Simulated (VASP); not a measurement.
# Ti12H2O in VASP: single point with PBE

Aim: the single point of Ti12H2O with PBE.

All numbers are computed with VASP 6.6.1; they aren't measurements. Logs are shortened: lines on timing, memory, paths and dates and some standing lists are left out, and cuts for length are marked.

## Step 1: The cell of the first run

The cell holds a slab with vacuum, 15 atoms: a = 5.742 Å, b = 5.742 Å, c = 22.688 Å, α = 90.00°, β = 90.00°, γ = 120.00°.

## Step 2: Single point, PBE

Contents of INCAR:

```
SYSTEM = Ti12H2O
ALGO = Normal
DIPOL = 0.5 0.5 0.502
EDIFF = 1E-6
ENCUT = 520
GGA = PE
IDIPOL = 3
ISIF = 2
ISMEAR = -1
LASPH = .TRUE.
LCHARG = .FALSE.
LDIPOL = .TRUE.
LREAL = Auto
LWAVE = .FALSE.
NBANDS = 89
NELM = 80
PREC = Accurate
SIGMA = 0.05
```

Contents of KPOINTS:

```
k-points
0
G
  6 6 1
  0 0 0
```

Contents of POSCAR:

```
Ti12H2O
1.0
    5.7417070632      0.0000000000      0.0000000000
   -2.8708535316      4.9724641778      0.0000000000
    0.0000000000      0.0000000000     22.6880841858
Ti O H
12 1 2
Direct
    0.3333333333      0.1666666667      0.3526080005
    0.3333333333      0.6666666667      0.3526080005
    0.8333333333      0.1666666667      0.3526080005
    0.8333333333      0.6666666667      0.3526080005
    0.6666666667      0.3333333333      0.4559239999
    0.6666666667      0.8333333333      0.4559239999
    0.1666666667      0.3333333333      0.4559239999
    0.1666666667      0.8333333333      0.4559239999
    0.0000000000      0.5000000000      0.5592399994
    0.0000000000      0.0000000000      0.5592399994
    0.5000000000      0.5000000000      0.5592399994
    0.5000000000      0.0000000000      0.5592399994
    0.5000000000      0.0000000000      0.6852973596
    0.5083367441      0.1764761300      0.6852973596
    0.6905499315      0.0451163118      0.6852973596
```

Potentials or basis: VASP PAW PBE potentials, release 64 (Ti_sv, O, H).

Launch:

```console
$ cat potpaw_PBE.64/Ti_sv/POTCAR potpaw_PBE.64/O/POTCAR potpaw_PBE.64/H/POTCAR > POTCAR
$ mpirun -np 1 vasp_std > vasp.out
```

OUTCAR:

```text
SYSTEM = Ti12H2O
   EDIFF = 1E-6
   ENCUT = 520
   GGA = PE
   ISIF = 2
   ISMEAR = -1
   LASPH = .TRUE.
   LREAL = Auto
   NELM = 80
   PREC = Accurate

 ion  position               nearest neighbor table
   1  0.333  0.167  0.353-   7 2.87   8 2.87   5 2.87   4 2.87   2 2.87   2 2.87   4 2.87   3 2.87
                             3 2.87
   2  0.333  0.667  0.353-   8 2.87   7 2.87   6 2.87   3 2.87   1 2.87   1 2.87   3 2.87   4 2.87
                             4 2.87
   3  0.833  0.167  0.353-   5 2.87   6 2.87   7 2.87   4 2.87   2 2.87   4 2.87   2 2.87   1 2.87
                             1 2.87
   4  0.833  0.667  0.353-   6 2.87   5 2.87   8 2.87   3 2.87   1 2.87   3 2.87   1 2.87   2 2.87
                             2 2.87
   5  0.667  0.333  0.456-   3 2.87   4 2.87   1 2.87   6 2.87   8 2.87   6 2.87   8 2.87   7 2.87
                             7 2.87  12 2.87   9 2.87  11 2.87
   6  0.667  0.833  0.456-   4 2.87   3 2.87   2 2.87   5 2.87   7 2.87   5 2.87   7 2.87   8 2.87
                             8 2.87  11 2.87  10 2.87  12 2.87
   7  0.167  0.333  0.456-   1 2.87   2 2.87   3 2.87   6 2.87   8 2.87   8 2.87   6 2.87   5 2.87
                             5 2.87  10 2.87  11 2.87   9 2.87
   8  0.167  0.833  0.456-   2 2.87   1 2.87   4 2.87   5 2.87   7 2.87   7 2.87   5 2.87   6 2.87
                             6 2.87   9 2.87  12 2.87  10 2.87
   9  0.000  0.500  0.559-  10 2.87  12 2.87  10 2.87  12 2.87  11 2.87  11 2.87   8 2.87   5 2.87
                             7 2.87
  10  0.000  0.000  0.559-   9 2.87  11 2.87   9 2.87  11 2.87  12 2.87  12 2.87   7 2.87   6 2.87
                             8 2.87
  11  0.500  0.500  0.559-  10 2.87  12 2.87  12 2.87  10 2.87   9 2.87   9 2.87   6 2.87   7 2.87
                             5 2.87
  12  0.500  0.000  0.559-   9 2.87  11 2.87  11 2.87   9 2.87  10 2.87  10 2.87   5 2.87   8 2.87
                             6 2.87
  13  0.500  0.000  0.685-  14 0.99  15 0.99
  14  0.508  0.176  0.685-  13 0.99
  15  0.691  0.045  0.685-  13 0.99

  LATTYP: Found a hexagonal cell.
 ALAT       =     5.7417070632
 C/A-ratio  =     3.9514527537

  Lattice vectors:

 A1 = (   5.7417070632,   0.0000000000,   0.0000000000)
 A2 = (  -2.8708535316,   4.9724641778,   0.0000000000)
 A3 = (   0.0000000000,   0.0000000000,  22.6880841858)

Analysis of symmetry for initial positions (statically):
=====================================================================
 Subroutine PRICEL returns:
 Original cell was already a primitive cell.

 Routine SETGRP: Setting up the symmetry group for a
 hexagonal supercell.

 Subroutine GETGRP returns: Found  1 space group operations
 (whereof  1 operations were pure point group operations)
 out of a pool of 24 trial point group operations.

The static configuration has the point symmetry C_1 .

Analysis of symmetry for dynamics (positions and initial velocities):
=====================================================================
 Subroutine PRICEL returns:
 Original cell was already a primitive cell.

 Routine SETGRP: Setting up the symmetry group for a
 hexagonal supercell.

 Subroutine GETGRP returns: Found  1 space group operations
 (whereof  1 operations were pure point group operations)
 out of a pool of 24 trial point group operations.

The dynamic configuration has the point symmetry C_1 .

 Subroutine INISYM returns: Found  1 space group operations
 (whereof  1 operations are pure point group operations),
 and found     1 'primitive' translations

----------------------------------------------------------------------------------------

                                     Primitive cell

  volume of cell :     647.7546

  direct lattice vectors                    reciprocal lattice vectors
     5.741707063  0.000000000  0.000000000     0.174164232  0.100553766  0.000000000
    -2.870853532  4.972464178  0.000000000     0.000000000  0.201107532  0.000000000
     0.000000000  0.000000000 22.688084186     0.000000000  0.000000000  0.044076000

  length of vectors
     5.741707063  5.741707063 22.688084186     0.201107532  0.201107532  0.044076000

  position of ions in fractional coordinates (direct lattice)
     0.333333333  0.166666667  0.352608000
     0.333333333  0.666666667  0.352608000
     0.833333333  0.166666667  0.352608000
     0.833333333  0.666666667  0.352608000
     0.666666667  0.333333333  0.455924000
     0.666666667  0.833333333  0.455924000
     0.166666667  0.333333333  0.455924000
     0.166666667  0.833333333  0.455924000
     0.000000000  0.500000000  0.559239999
     0.000000000  0.000000000  0.559239999
     0.500000000  0.500000000  0.559239999
     0.500000000  0.000000000  0.559239999
     0.500000000  0.000000000  0.685297360
     0.508336744  0.176476130  0.685297360
     0.690549932  0.045116312  0.685297360

  ion indices of the primitive-cell ions
   primitive index   ion index
                 1           1
                 2           2
                 3           3
                 4           4
                 5           5
                 6           6
                 7           7
                 8           8
                 9           9
                10          10
                11          11
                12          12
                13          13
                14          14
                15          15

----------------------------------------------------------------------------------------

 KPOINTS: k-points

Automatic generation of k-mesh.
 Grid dimensions read from file:
 generate k-points for:    6    6    1

 Generating k-lattice:

  Cartesian coordinates                     Fractional coordinates (reciprocal lattice)
     0.029027372  0.016758961  0.000000000     0.166666667  0.000000000  0.000000000
     0.000000000  0.033517922  0.000000000     0.000000000  0.166666667  0.000000000
     0.000000000  0.000000000  0.044076000     0.000000000  0.000000000  1.000000000

  Length of vectors
     0.033517922  0.033517922  0.044076000

  Shift w.r.t. Gamma in fractional coordinates (k-lattice)
     0.000000000  0.000000000  0.000000000

 Subroutine IBZKPT returns following result:
 ===========================================

 Found     20 irreducible k-points:

 Following reciprocal coordinates:
            Coordinates               Weight
  0.000000  0.000000  0.000000      1.000000
  0.166667 -0.000000  0.000000      2.000000
  0.000000  0.166667  0.000000      2.000000
 -0.166667  0.166667  0.000000      2.000000
  0.333333 -0.000000  0.000000      2.000000
  0.000000  0.333333  0.000000      2.000000
[... 12 lines left out ...]
  0.500000 -0.166667  0.000000      2.000000
  0.333333  0.333333  0.000000      2.000000
   k-points           NKPTS =     20   k-points in BZ     NKDIM =     20   number of bands    NBANDS=     89
   number of dos      NEDOS =    301   number of ions     NIONS =     15
   total plane-waves  NPLWV = 414720
   dimension x,y,z NGX =    48 NGY =   48 NGZ =  180
   dimension x,y,z NGXF=    96 NGYF=   96 NGZF=  360
   ions per type =              12   1   2
   NGX,Y,Z   is equivalent  to a cutoff of  13.90, 13.90, 13.19 a.u.
   NGXF,Y,Z  is equivalent  to a cutoff of  27.80, 27.80, 26.38 a.u.
 SYSTEM =  Ti12H2O
   PREC   = accura    normal or accurate (medium, high low for compatibility)
   ISTART =      0    job   : 0-new  1-cont  2-samecut
   ICHARG =      2    charge: 1-file 2-atom 10-const
   ISPIN  =      1    spin polarized calculation?
   LNONCOLLINEAR =      F non collinear calculations
   LSORBIT =      F    spin-orbit coupling
   LASPH  =      T    aspherical Exc in radial PAW
   ENCUT  =  520.0 eV  38.22 Ry    6.18 a.u.  10.68 10.68 42.18*2*pi/ulx,y,z
   NELM   =     80;   NELMIN=  2; NELMDL= -5     # of ELM steps
   EDIFF  = 0.1E-05   stopping-criterion for ELM
   LREAL  =      T    real-space projection
   EDIFFG = 0.1E-04   stopping-criterion for IOM
   NSW    =      0    number of steps for IOM
   IBRION =     -1    ionic relax: 0-MD 1-quasi-New 2-CG
   NFREE  =      0    steps in history (QN), initial steepest desc. (CG)
   ISIF   =      2    stress and relaxation
   ISYM   =      2    0-nonsym 1-usesym 2-fastsym
   POTIM  = 0.5000    time-step for ionic-motion
   TEBEG  =    0.0;   TEEND  =   0.0 temperature during run
   PSTRESS=    0.0 pullay stress
   NELECT =     152.0000    total number of electrons
   NUPDOWN=      -1.0000    fix difference up-down
   EMIN   =  10.00;   EMAX   =-10.00  energy-range for DOS
   EFERMI =   0.00;   METHOD = LEGACY
   ISMEAR =    -1;   SIGMA  =   0.05  broadening in eV -4-tet -1-fermi 0-gaus
   EFERMI_NEDOS =   21; number of points for ismear=-14 and -15
   IALGO  =     38    algorithm
   IMIX   =      4    mixing-type and parameters
     AMIX     =   0.40;   BMIX     =  1.00
     AMIX_MAG =   1.60;   BMIX_MAG =  1.00
  volume/ion in A,a.u.               =      43.18       291.42
  Fermi-wavevector in a.u.,A,eV,Ry     =   1.009762  1.908174 13.872773  1.019620
  Thomas-Fermi vector in A             =   2.142710
   LORBIT       =      0    0 simple, 1 ext, 2 COOP (PROOUT), +10 PAW based schemes
   GGA     = PE    functional components
   LHFCALC =     F    Hartree Fock is set to
   AEXX    =    0.0000 exact exchange contribution
   IVDW    =     0    specifies the selected vdW correction
   LEPSILON=     F    determine dielectric tensor
   LRPA    =     F    only Hartree local field effects (RPA)
 non-spin polarized calculation
  energy-cutoff  :      520.00
  volume of cell :      647.75
 maximum number of plane-waves:     17509
 NGX is ok and might be reduce to    48
   NGX = 21   NGY = 21   NGZ = 85

 dipolmoment           0.000000      0.000000      0.035866 electrons x Angstroem

 number of electron     152.0000014 magnetization

 dipolmoment           0.000000      0.000000     -0.046585 electrons x Angstroem

 Free energy of the ion-electron system (eV)
  ---------------------------------------------------
  ext. energy  EPLUGINS =         0.00000000
  ---------------------------------------------------
  free energy    TOTEN  =      -101.07483976 eV

  energy without entropy =     -100.86583014  energy(sigma->0) =     -100.97033495

 E-fermi :  -0.0452     XC(G=0):  -4.8826

 val. band max:       -0.0457406825   @ k =   0.0000   0.3333   0.0000
 cond. band min:      -0.0439656917   @ k =  -0.3333   0.3333   0.0000
 fundamental gap:      0.0017749908
 Fermi energy:        -0.0452200308

 k-point     1 :       0.0000    0.0000    0.0000
  band No.  band energies     occupation
      1     -56.8934      2.00000
      2     -56.8796      2.00000
      3     -56.8071      2.00000
      4     -56.7844      2.00000
      5     -56.7839      2.00000
      6     -56.7832      2.00000
[... 80 lines left out ...]
     87       1.0360      0.00000
     88       1.0387      0.00000

 k-point     2 :       0.1667   -0.0000    0.0000
  band No.  band energies     occupation
      1     -56.8871      2.00000
      2     -56.8733      2.00000
      3     -56.8097      2.00000
      4     -56.7900      2.00000
      5     -56.7853      2.00000
      6     -56.7842      2.00000
[... 1635 lines left out ...]
      4     -56.8201      2.00000
      5     -56.8186      2.00000
      6     -56.8122      2.00000
[... 80 lines left out ...]
     87       0.8981      0.00000
     88       0.9056      0.00000
 [bands above 88 left out]

------------------------ aborting loop because EDIFF is reached ----------------------------------------

 vacuum level on the upper side and lower side of the slab       (xc-potential included)        -0.272         0.043

  FORCE on cell =-STRESS in cart. coord.  units (eV):
  Direction    XX          YY          ZZ          XY          YZ          ZX
  --------------------------------------------------------------------------------------
  -------------------------------------------------------------------------------------
  Total       -1.6811539     -1.5228547     -6.1787141      0.0918731     -0.0170631     -0.0053291
  in kB       -4.1582208     -3.7666784    -15.2826322      0.2272418     -0.0422045     -0.0131811
  external PRESSURE =      -7.7358438 kB  Pullay stress =       0.0000000 kB

 VOLUME and BASIS-vectors are now :
 -----------------------------------------------------------------------------
  energy-cutoff  :      520.00
  volume of cell :      647.75
      direct lattice vectors                 reciprocal lattice vectors
     5.741707063  0.000000000  0.000000000     0.174164232  0.100553766  0.000000000
    -2.870853532  4.972464178  0.000000000     0.000000000  0.201107532  0.000000000
     0.000000000  0.000000000 22.688084186     0.000000000  0.000000000  0.044076000

 POSITION                                       TOTAL-FORCE (eV/Angst)
 -----------------------------------------------------------------------------------
      1.43543      0.82874      8.00000        -0.030696      0.009192      0.296088
     -0.00000      3.31498      8.00000         0.000051     -0.026387      0.289384
      4.30628      0.82874      8.00000         0.030690      0.007228      0.301569
      2.87085      3.31498      8.00000        -0.001956      0.006215      0.301271
      2.87085      1.65749     10.34404         0.004410     -0.022000     -0.089903
      1.43543      4.14372     10.34404        -0.039382      0.005540     -0.065253
      0.00000      1.65749     10.34404        -0.004023      0.021035     -0.013618
     -1.43543      4.14372     10.34404         0.041057      0.003220     -0.060160
     -1.43543      2.48623     12.68808        -0.000597     -0.085140     -0.357390
      0.00000      0.00000     12.68808        -0.027070      0.076612     -0.481567
      1.43543      2.48623     12.68808         0.004933     -0.019785     -0.455213
      2.87085      0.00000     12.68808         0.026539      0.030784      0.678941
      2.87085      0.00000     15.54808         0.194816      0.418135     -0.352432
      2.41208      0.87752     15.54808         0.268160     -0.381652      0.004796
      3.83541      0.22434     15.54808        -0.466933     -0.043000      0.003487
 -----------------------------------------------------------------------------------
    total drift:                               -0.000436     -0.000501      0.045372

  FREE ENERGIE OF THE ION-ELECTRON SYSTEM (eV)
  ---------------------------------------------------
  free  energy   TOTEN  =      -101.0748397616 eV

  energy  without entropy=     -100.8658301414  energy(sigma->0) =     -100.97033495

 vacuum level on the upper side and lower side of the slab         4.192         4.510
```

Wall time 2.3 h (1 thread of AMD EPYC 7R43 (Zen 3), shared host); peak memory 1.2 GiB.

Results:

```yaml
Free_energy: -101.0748 eV
Largest_force: 0.680 eV/Å
Band_gap_on_the_k_mesh: zero (bands 76 and 77 overlap by 0.64 eV)
```

Forces on the atoms (eV/Å):
```
Ti  -0.031  0.009  0.296
Ti   0.000 -0.026  0.289
Ti   0.031  0.007  0.302
Ti  -0.002  0.006  0.301
Ti   0.004 -0.022 -0.090
Ti  -0.039  0.006 -0.065
Ti  -0.004  0.021 -0.014
Ti   0.041  0.003 -0.060
Ti  -0.001 -0.085 -0.357
Ti  -0.027  0.077 -0.482
Ti   0.005 -0.020 -0.455
Ti   0.027  0.031  0.679
O    0.195  0.418 -0.352
H    0.268 -0.382  0.005
H   -0.467 -0.043  0.003
```

Levels at points of the mesh, in eV from the Fermi level:
```
           k point  band 73  band 74  band 75  band 76  band 77  band 78  band 79  band 80  band 81  band 82
(0.00, 0.00, 0.00)     0.21     0.22     0.22     0.43     0.55     0.56     0.57     0.61     0.79     0.79
(0.50, 0.00, 0.00)    -0.42    -0.38    -0.21    -0.19    -0.19    -0.12    -0.01     0.00     0.07     0.09
(0.00, 0.50, 0.00)    -0.43    -0.38    -0.20    -0.19    -0.18    -0.13    -0.01     0.00     0.07     0.10
(0.50, 0.50, 0.00)    -0.42    -0.38    -0.20    -0.19    -0.18    -0.13    -0.01     0.00     0.07     0.09
```
